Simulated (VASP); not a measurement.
# LiSi2N2 (I4/mmm) in VASP: further runs

The runs below take LiSi2N2 through single point, relaxation of cell and atoms, with PBE.

Everything below comes from runs of VASP 6.6.1. Logs are shortened: lines on timing, memory, paths and dates and some standing lists are left out, and cuts for length are marked.

### Step 1. The cell of the first run

Symmetry: I4/mmm, No. 139, tetragonal system. Conventional cell: a = 3.634 Å, b = 3.634 Å, c = 7.577 Å, α = 90.00°, β = 90.00°, γ = 90.00°. Li (site symmetry 4/mmm) has 10 Si at 2.58 to 2.84 Å and 8 N at 2.62 Å within 3.4 Å. Si (site symmetry 4mm) has 4 N at 1.94 Å and 1 Si at 2.42 Å and 1 Li at 2.58 Å within 2.6 Å. N (site symmetry -4m2) has 4 Si at 1.94 Å and 4 N at 2.57 Å within 2.6 Å.

### Step 2. Single point, PBE

Contents of INCAR:

```
PREC     = Accurate       # precision mode
ENCUT    = 520            # plane-wave cutoff, eV
EDIFF    = 1E-6           # SCF threshold, eV
ISMEAR   = 0              # smearing method
SIGMA    = 0.1            # smearing width, eV
LREAL    = F              # projectors in reciprocal space
LASPH    = T              # aspherical terms in the spheres
NELM     = 100            # most SCF steps
ALGO     = Normal         # electronic algorithm
ISIF     = 2              # what is computed and relaxed
LWAVE    = F              # write WAVECAR
LCHARG   = T              # write CHGCAR
GGA      = PE             # functional
LELF     = T              # ELF
LVHAR    = T            
NBANDS   = 18             # bands
```

Contents of KPOINTS:

```
Automatic mesh
0
Gamma
  6 6 6
```

Contents of POSCAR:

```
LiSi2N2
1.0
   -1.8169992990      1.8169992990      3.7885204555
    1.8169992990     -1.8169992990      3.7885204555
    1.8169992990      1.8169992990     -3.7885204555
Li Si N
1 2 2
Direct
    0.0000000000      0.0000000000      0.0000000000
    0.3400444199      0.3400444199      0.0000000000
    0.6599555801      0.6599555801      0.0000000000
    0.7500000000      0.2500000000      0.5000000000
    0.2500000000      0.7500000000      0.5000000000
```

Potentials or basis: VASP PAW PBE potentials, release 64 (Li_sv, Si, N).

On the command line:

```bash
> cat potpaw_PBE.64/Li_sv/POTCAR potpaw_PBE.64/Si/POTCAR potpaw_PBE.64/N/POTCAR > POTCAR
> mpirun -np 1 vasp_std > vasp.out
```

OUTCAR:

```text
PREC = Accurate
   ENCUT = 520
   EDIFF = 1E-6
   ISMEAR = 0
   LREAL = F
   LASPH = T
   NELM = 100
   ISIF = 2
   GGA = PE

 ion  position               nearest neighbor table
   1  0.000  0.000  0.000-   2 2.58   3 2.58   3 2.84   2 2.84   3 2.84   3 2.84   3 2.84   2 2.84
                             2 2.84   2 2.84
   2  0.340  0.340  0.000-   5 1.94   4 1.94   4 1.94   5 1.94   3 2.42   1 2.58   1 2.84   1 2.84
                             1 2.84   1 2.84   3 2.91   3 2.91   3 2.91   3 2.91
   3  0.660  0.660  0.000-   5 1.94   4 1.94   4 1.94   5 1.94   2 2.42   1 2.58   1 2.84   1 2.84
                             1 2.84   1 2.84   2 2.91   2 2.91   2 2.91   2 2.91
   4  0.750  0.250  0.500-   2 1.94   3 1.94   2 1.94   3 1.94
   5  0.250  0.750  0.500-   2 1.94   3 1.94   2 1.94   3 1.94

  LATTYP: Found a body centered tetragonal cell.
 ALAT       =     3.6339985980
 C/A-ratio  =     2.0850423319

  Lattice vectors:

 A1 = (  -1.8169992990,   1.8169992990,   3.7885204555)
 A2 = (   1.8169992990,  -1.8169992990,   3.7885204555)
 A3 = (   1.8169992990,   1.8169992990,  -3.7885204555)

Analysis of symmetry for initial positions (statically):
=====================================================================
 Subroutine PRICEL returns:
 Original cell was already a primitive cell.

 Routine SETGRP: Setting up the symmetry group for a
 body centered tetragonal supercell.

 Subroutine GETGRP returns: Found 16 space group operations
 (whereof 16 operations were pure point group operations)
 out of a pool of 16 trial point group operations.

The static configuration has the point symmetry D_4h.

Analysis of symmetry for dynamics (positions and initial velocities):
=====================================================================
 Subroutine PRICEL returns:
 Original cell was already a primitive cell.

 Routine SETGRP: Setting up the symmetry group for a
 body centered tetragonal supercell.

 Subroutine GETGRP returns: Found 16 space group operations
 (whereof 16 operations were pure point group operations)
 out of a pool of 16 trial point group operations.

The dynamic configuration has the point symmetry D_4h.

 Subroutine INISYM returns: Found 16 space group operations
 (whereof 16 operations are pure point group operations),
 and found     1 'primitive' translations

----------------------------------------------------------------------------------------
[... 101 lines left out ...]
   EDIFFG = 0.1E-04   stopping-criterion for IOM
   NSW    =      0    number of steps for IOM
   IBRION =     -1    ionic relax: 0-MD 1-quasi-New 2-CG
   NFREE  =      0    steps in history (QN), initial steepest desc. (CG)
   ISIF   =      2    stress and relaxation
   ISYM   =      2    0-nonsym 1-usesym 2-fastsym
   POTIM  = 0.5000    time-step for ionic-motion
   TEBEG  =    0.0;   TEEND  =   0.0 temperature during run
   PSTRESS=    0.0 pullay stress
   NELECT =      21.0000    total number of electrons
   NUPDOWN=      -1.0000    fix difference up-down
   EMIN   =  10.00;   EMAX   =-10.00  energy-range for DOS
   EFERMI =   0.00;   METHOD = LEGACY
   ISMEAR =     0;   SIGMA  =   0.10  broadening in eV -4-tet -1-fermi 0-gaus
   EFERMI_NEDOS =   21; number of points for ismear=-14 and -15
   IALGO  =     38    algorithm
   IMIX   =      4    mixing-type and parameters
     AMIX     =   0.40;   BMIX     =  1.00
     AMIX_MAG =   1.60;   BMIX_MAG =  1.00
  volume/ion in A,a.u.               =      10.01        67.53
  Fermi-wavevector in a.u.,A,eV,Ry     =   1.225749  2.316330 20.442218  1.502461
  Thomas-Fermi vector in A             =   2.360775
   LORBIT       =      0    0 simple, 1 ext, 2 COOP (PROOUT), +10 PAW based schemes
   GGA     = PE    functional components
   LHFCALC =     F    Hartree Fock is set to
   AEXX    =    0.0000 exact exchange contribution
   IVDW    =     0    specifies the selected vdW correction
   LEPSILON=     F    determine dielectric tensor
   LRPA    =     F    only Hartree local field effects (RPA)
 non-spin polarized calculation
 Gauss-broadening in eV      SIGMA  =   0.10
  energy-cutoff  :      520.00
  volume of cell :       50.03
 maximum number of plane-waves:      1370
 NGX is ok and might be reduce to    36
   NGX = 17   NGY = 17   NGZ = 17

 number of electron      20.9999998 magnetization

 Free energy of the ion-electron system (eV)
  ---------------------------------------------------
  ext. energy  EPLUGINS =         0.00000000
  ---------------------------------------------------
  free energy    TOTEN  =       -30.28842686 eV

  energy without entropy =      -30.28334913  energy(sigma->0) =      -30.28588800

 E-fermi :  10.0610     XC(G=0): -11.0814

 val. band max:       10.0052588453   @ k =   0.1667   0.1667   0.1667
 cond. band min:      10.0612895947   @ k =   0.1667   0.1667   0.0000
 fundamental gap:      0.0560307494
 Fermi energy:        10.0609804825

 k-point     1 :       0.0000    0.0000    0.0000
  band No.  band energies     occupation
      1     -38.4872      2.00000
      2     -10.2267      2.00000
      3      -5.1598      2.00000
      4       0.6489      2.00000
      5       0.6489      2.00000
      6       1.7349      2.00000
[... 481 lines left out ...]
      5       0.7308      2.00000
      6       0.8416      2.00000
[... 10 lines left out ...]
     17      16.8013      0.00000
     18      17.7016      0.00000

 [... further k-points ...]

------------------------ aborting loop because EDIFF is reached ----------------------------------------

  FORCE on cell =-STRESS in cart. coord.  units (eV):
  Direction    XX          YY          ZZ          XY          YZ          ZX
  --------------------------------------------------------------------------------------
  -------------------------------------------------------------------------------------
  Total       -0.0288345     -0.0288345     -0.0779689      0.0000000     -0.0000000     -0.0000000
  in kB       -0.9233881     -0.9233881     -2.4968508      0.0000000     -0.0000000     -0.0000000
  external PRESSURE =      -1.4478756 kB  Pullay stress =       0.0000000 kB

 VOLUME and BASIS-vectors are now :
 -----------------------------------------------------------------------------
  energy-cutoff  :      520.00
  volume of cell :       50.03
      direct lattice vectors                 reciprocal lattice vectors
    -1.816999299  1.816999299  3.788520456     0.000000000  0.275178972  0.131977643
     1.816999299 -1.816999299  3.788520456     0.275178972  0.000000000  0.131977643
     1.816999299  1.816999299 -3.788520456     0.275178972  0.275178972  0.000000000

 POSITION                                       TOTAL-FORCE (eV/Angst)
 -----------------------------------------------------------------------------------
      0.00000      0.00000      0.00000         0.000000      0.000000      0.000000
      0.00000      0.00000      2.57653        -0.000000     -0.000000      0.025552
      0.00000      0.00000      5.00051         0.000000      0.000000     -0.025552
      0.00000      1.81700      1.89426         0.000000      0.000000      0.000000
      1.81700      0.00000      1.89426         0.000000      0.000000      0.000000
 -----------------------------------------------------------------------------------
    total drift:                               -0.000000      0.000000     -0.000000

  FREE ENERGIE OF THE ION-ELECTRON SYSTEM (eV)
  ---------------------------------------------------
  free  energy   TOTEN  =       -30.2884268593 eV

  energy  without entropy=      -30.2833491349  energy(sigma->0) =      -30.28588800
```

OSZICAR:

```text
N       E                     dE             d eps       ncg     rms          rms(c)
DAV:   1     0.714624973275E+02    0.71462E+02   -0.91747E+03  1080   0.106E+03
DAV:   2    -0.277989875356E+02   -0.99261E+02   -0.96090E+02  1424   0.218E+02
DAV:   3    -0.328577691392E+02   -0.50588E+01   -0.50258E+01  1490   0.492E+01
DAV:   4    -0.330158999259E+02   -0.15813E+00   -0.15795E+00  1598   0.777E+00
DAV:   5    -0.330180775704E+02   -0.21776E-02   -0.21774E-02  1482   0.832E-01    0.115E+01
DAV:   6    -0.302899203933E+02    0.27282E+01   -0.92456E+00  1320   0.192E+01    0.551E+00
DAV:   7    -0.303206730902E+02   -0.30753E-01   -0.85195E-01  1366   0.590E+00    0.278E+00
DAV:   8    -0.302935043398E+02    0.27169E-01   -0.90876E-02  1530   0.185E+00    0.746E-01
DAV:   9    -0.302882184165E+02    0.52859E-02   -0.17587E-02  1490   0.846E-01    0.153E-01
DAV:  10    -0.302884202420E+02   -0.20183E-03   -0.18628E-03  1372   0.281E-01    0.693E-02
DAV:  11    -0.302884264966E+02   -0.62546E-05   -0.60141E-05  1414   0.544E-02    0.133E-02
DAV:  12    -0.302884268593E+02   -0.36274E-06   -0.65426E-06  1432   0.174E-02
   1 F= -.30288427E+02 E0= -.30285888E+02  d E =-.507772E-02
```

stdout:

```text
POSCAR found type information on POSCAR LiSiN
 POSCAR found :  3 types and       5 ions
 scaLAPACK will be used
 LDA part: xc-table for (Slater+PW92), standard interpolation
 POSCAR, INCAR and KPOINTS ok, starting setup
 FFT: planning ... GRIDC
 FFT: planning ... GRID_SOFT
 FFT: planning ... GRID
 WAVECAR not read
 entering main loop
```

Wall time 14 s (1 thread of Intel Xeon 6975P-C (Granite Rapids), shared host); peak memory 0.2 GiB.

What came out:

| Item | Value |
| --- | --- |
| Free energy | -30.2884 eV |
| Largest force | 0.026 eV/Å |

Forces in eV/Å, atoms in the order of the input:
```
Li   0.000  0.000  0.000
Si   0.000  0.000  0.026
Si   0.000  0.000 -0.026
N    0.000  0.000  0.000
N    0.000  0.000  0.000
```

Caveat: the k points lie up to 0.41 Å⁻¹ apart; the cutoff is under 1.25 times the usual one of these potentials, so pressure, stress and relaxed cells hold a basis-set (Pulay) error.

### Step 3. Single point, PBE

This run uses another cell than the first one, of 11.92 Å³/atom, 1.191 times its volume.

Contents of INCAR:

```
SYSTEM = LiSi2N2
ALGO     = Normal         ! electronic algorithm
EDIFF    = 1E-6           ! SCF threshold, eV
ENCUT    = 520            ! plane-wave cutoff, eV
GGA      = PE             ! functional
ISIF     = 2              ! what is computed and relaxed
ISMEAR   = 0              ! smearing method
LASPH    = .TRUE.         ! aspherical terms in the spheres
LCHARG   = .FALSE.        ! write CHGCAR
LREAL    = .FALSE.        ! projectors in reciprocal space
LWAVE    = .FALSE.        ! write WAVECAR
NBANDS   = 18             ! bands
NELM     = 80             ! most SCF steps
PREC     = Accurate       ! precision mode
SIGMA    = 0.1            ! smearing width, eV
```

Contents of KPOINTS:

```
k-points
0
G
  6 6 6
  0 0 0
```

Contents of POSCAR:

```
LiSi2N2
1.0
   -1.8588100700      1.8588100700      4.3131201900
    1.8588100700     -1.8588100700      4.3131201900
    1.8588100700      1.8588100700     -4.3131201900
Li Si N
1 2 2
Direct
    0.0000000000      0.0000000000      0.0000000000
    0.3630000100      0.3630000100      0.0000000000
    0.6369999900      0.6369999900      0.0000000000
    0.7500000000      0.2500000000      0.5000000000
    0.2500000000      0.7500000000      0.5000000000
```

Potentials or basis: VASP PAW PBE potentials, release 64 (Li_sv, Si, N).

On the command line:

```bash
> cat potpaw_PBE.64/Li_sv/POTCAR potpaw_PBE.64/Si/POTCAR potpaw_PBE.64/N/POTCAR > POTCAR
> mpirun -np 1 vasp_std > vasp.out
```

It took 21 s on 1 thread of Intel Xeon 6975P-C (Granite Rapids), shared host; peak memory 0.23 GiB.

Results (log left out):

```yaml
Free_energy: -28.4557 eV
Largest_force: 3.889 eV/Å
```

Forces on the atoms (eV/Å):
```
Li   0.000  0.000  0.000
Si   0.000  0.000 -3.889
Si   0.000  0.000  3.889
N    0.000  0.000  0.000
N    0.000  0.000  0.000
```

Levels at points of the mesh, in eV from the Fermi level:
| k point | band 6 | band 7 | band 8 | band 9 | band 10 | band 11 | band 12 | band 13 | band 14 | band 15 |
| --- | --- | --- | --- | --- | --- | --- | --- | --- | --- | --- |
| (0.00, 0.00, 0.00) | -6.77 | -6.77 | -3.28 | -2.53 | -2.53 | -0.71 | 0.25 | 0.25 | 2.78 | 4.43 |
| (0.50, 0.00, 0.00) | -5.46 | -5.21 | -5.14 | -4.98 | -3.56 | 0.02 | 2.10 | 2.52 | 4.02 | 4.57 |
| (0.50, 0.50, 0.00) | -6.28 | -6.08 | -4.77 | -1.64 | -0.93 | -0.90 | 0.34 | 1.99 | 2.59 | 4.91 |
| (0.50, 0.50, 0.50) | -7.03 | -2.79 | -2.68 | -2.20 | -2.20 | -0.70 | -0.60 | 2.05 | 2.05 | 4.46 |

Caveat: the k points lie up to 0.40 Å⁻¹ apart; the cutoff is under 1.25 times the usual one of these potentials, so pressure, stress and relaxed cells hold a basis-set (Pulay) error; forces of over 1 eV/Å act on the atoms, so gaps and moduli don't describe the material at rest.

### Step 4. Relaxation of cell and atoms, PBE

This run uses another cell than the first one, of 11.92 Å³/atom, 1.191 times its volume.

Contents of INCAR:

```
SYSTEM = LiSi2N2
PREC = Accurate
ENCUT = 600
EDIFF = 1E-6
ISMEAR = 0
SIGMA = 0.1
LREAL = .False.
LASPH = .True.
NELM = 100
ALGO = Normal
ISIF = 3
LWAVE = .False.
LCHARG = .False.
GGA = PE
IBRION = 2
NSW = 90
EDIFFG = -0.04
```

Contents of KPOINTS:

```
Automatic mesh
0
Gamma
  6 6 6
  0 0 0
```

POSCAR is that of step 3.

On the command line:

```bash
> cat potpaw_PBE.64/Li_sv/POTCAR potpaw_PBE.64/Si/POTCAR potpaw_PBE.64/N/POTCAR > POTCAR
> mpirun -np 1 vasp_std > vasp.out
```

It took 85 s on 1 thread of Intel Xeon 6975P-C (Granite Rapids), shared host; peak memory 0.25 GiB.

It converged, with:

```yaml
Free_energy: -30.3067 eV
Relaxed_volume: 10.00 Å³/atom
Relaxed_cell: a = 4.577 Å, b = 4.577 Å, c = 4.577 Å, α = 133.25°, β = 133.25°, γ = 68.26°
Space_group_after_relaxing_to_0.05_Å: I4/mmm (No. 139)
Energy_gained_by_relaxing: 369.6 meV/atom
Ionic_steps: 9
Pressure_after_relaxing: -0.1 GPa
Largest_force_after_relaxing: 0.015 eV/Å
```

Forces in eV/Å, atoms in the order of the input:
```
Li   0.000  0.000  0.000
Si   0.000  0.000 -0.015
Si   0.000  0.000  0.015
N    0.000  0.000  0.000
N    0.000  0.000  0.000
```

Stress tensor (GPa, compression positive):
```
 0.04  0.00  0.00
 0.00  0.04  0.00
 0.00  0.00 -0.37
```

The path:
```
step  energy change (eV)  largest force (eV/Å)  pressure (GPa)  volume (Å³)
   1              0.0000                3.8905          -19.33        59.61
   2             -1.6621                0.1964           10.14        48.00
   3             -1.6737                0.6263            6.66        48.75
   4             -1.8121                0.9770           -0.60        50.21
   5             -1.8364                0.5061            1.23        49.84
   6             -1.8365                0.4795            1.33        49.82
   7             -1.8450                0.2008           -1.43        50.38
   8             -1.8470                0.0101           -0.64        50.21
   9             -1.8480                0.0151           -0.10        49.98
```

Final structure:
```xyz
5
Lattice="-1.8160 1.8160 3.7889 1.8160 -1.8160 3.7889 1.8160 1.8160 -3.7889" Properties=species:S:1:pos:R:3 pbc="T T T"
Li    0.0000    0.0000    7.5779
Si    0.0000    0.0000    2.5780
Si    1.8160    1.8160    1.2109
N     0.0000    1.8160    1.8945
N     1.8160    0.0000    1.8945
```

Levels at points of the mesh, in eV from the Fermi level:
```csv
k point,band 8,band 9,band 10,band 11,band 12,band 13,band 14
"(0.00, 0.00, 0.00)",-4.64,-4.36,-4.36,-2.82,0.01,0.01,2.31
"(0.50, 0.00, 0.00)",-7.28,-7.03,-3.42,1.21,2.71,3.18,3.45
"(0.50, 0.50, 0.00)",-5.63,-2.96,-2.92,-0.78,0.67,2.95,3.30
"(0.50, 0.50, 0.50)",-4.17,-3.85,-3.35,-0.99,0.65,3.05,3.05
```

Caveat: the k points lie up to 0.41 Å⁻¹ apart in the final cell; the cutoff is under 1.25 times the usual one of these potentials, so pressure, stress and relaxed cells hold a basis-set (Pulay) error; the volume moved by over 15 % at a fixed basis, so the end points are rough.

(Part 1 of 2 ends here.)
